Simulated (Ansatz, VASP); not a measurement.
Two plane-wave programs on HC12

INCAR

```
SYSTEM = HC12
  PREC = Accurate
  ENCUT = 520
  EDIFF = 1E-6
  ISMEAR = 0
  SIGMA = 0.05
  LREAL = .False.
  LASPH = .True.
  NELM = 150
  ALGO = Normal
  ISIF = 2
  LWAVE = .False.
  LCHARG = .False.
  ISPIN = 2
  MAGMOM = 0 0 0 0 0 0 0 0 0 0 0 0 1
  LORBIT = 11
  LDIPOL = .True.
  IDIPOL = 3
  DIPOL = 0.5 0.5 0.300
  GGA = PE
  IVDW = 12
  NBANDS = 40
```

KPOINTS

```
Automatic mesh
0
Gamma
  6 7 1
  0 0 0
```

Contents of POSCAR:

```
HC12
1.0
    4.9311586502      0.0000000000      0.0000000000
    0.0000000000      4.0098697767      0.0000000000
    0.0000000000      0.0000000000     21.6014232414
C H
12 1
Direct
    0.2500000000      0.3776970832      0.1851729840
    0.7500000000      0.3776970832      0.1851729840
    0.0000000000      0.4720802753      0.2130426460
    0.5000000000      0.4720802753      0.2130426460
    0.0000000000      0.6609562027      0.2688143161
    0.5000000000      0.6609562027      0.2688143161
    0.2500000000      0.7503681903      0.2962457608
    0.7500000000      0.7503681903      0.2962457608
    0.2500000000      0.9412921293      0.3552728042
    0.7500000000      0.9412921293      0.3552728042
    0.0000000000      0.0234303656      0.3796705036
    0.5000000000      0.0234303656      0.3796705036
    0.2500000000      0.5234303656      0.5092915924
```

Input for Ansatz:

```yaml
crystal:
  lattice:
    - [4.9311586502, 0.0, 0.0]
    - [0.0, 4.0098697767, 0.0]
    - [0.0, 0.0, 21.6014232414]
  atoms:
    - { symbol: C, position: [0.25, 0.3776970832, 0.185172984] }
    - { symbol: C, position: [0.75, 0.3776970832, 0.185172984] }
    - { symbol: C, position: [0.0, 0.4720802753, 0.213042646] }
    - { symbol: C, position: [0.5, 0.4720802753, 0.213042646] }
    - { symbol: C, position: [0.0, 0.6609562027, 0.2688143161] }
    - { symbol: C, position: [0.5, 0.6609562027, 0.2688143161] }
    - { symbol: C, position: [0.25, 0.7503681903, 0.2962457608] }
    - { symbol: C, position: [0.75, 0.7503681903, 0.2962457608] }
    - { symbol: C, position: [0.25, 0.9412921293, 0.3552728042] }
    - { symbol: C, position: [0.75, 0.9412921293, 0.3552728042] }
    - { symbol: C, position: [0.0, 0.0234303656, 0.3796705036] }
    - { symbol: C, position: [0.5, 0.0234303656, 0.3796705036] }
    - { symbol: H, position: [0.25, 0.5234303656, 0.5092915924], spin: 1.0 }
basis:
  ecutwfc: 420
kpoints:
  mp_grid: { grid: [6, 7, 1] }
hamiltonian:
  xc: pbe
  pseudopotentials: { kind: paw, azcp: { folder: soft_1 } }
  dispersion: d3bj
scf:
  occupations: { method: gaussian, width: 0.05 }
output:
  forces: true
  eigenvalues: true
  populations: true
magnetization:
  spin_polarized: true
efield:
  axis: 3
  dipole_correction: true
  ramp_width: 0.04
```

Alike in both runs: task single point; functional PBE; dispersion D3(BJ); k mesh 6 × 7 × 1; occupations gaussian, width 0.05 eV; collinear spin.

```csv
,VASP,Ansatz
version,VASP 6.6.1,Ansatz 0.2.0
potentials or method,"VASP PAW PBE potentials, release 64 (C, H), cutoff 520 eV","scalar-relativistic, plane waves, PAW"
valence electrons in the cell,49,49
```

```csv
,VASP,Ansatz,Ansatz less VASP
gap on the k mesh at the Fermi level (eV),0.03,0.61,+0.585
least direct gap on the mesh (eV),0.06,0.63,+0.576
rms of the force components (eV/Å),0.903,1.065,+0.1619
net moment per atom (μB),0.08,0.08,-0.002
size of the moment on the site where the two differ most (μB),0.38,0.92,+0.543
```

Site moments also hang on the region over which each program counts them. Atom by atom the forces differ by 0.284 eV/Å (rms over components).
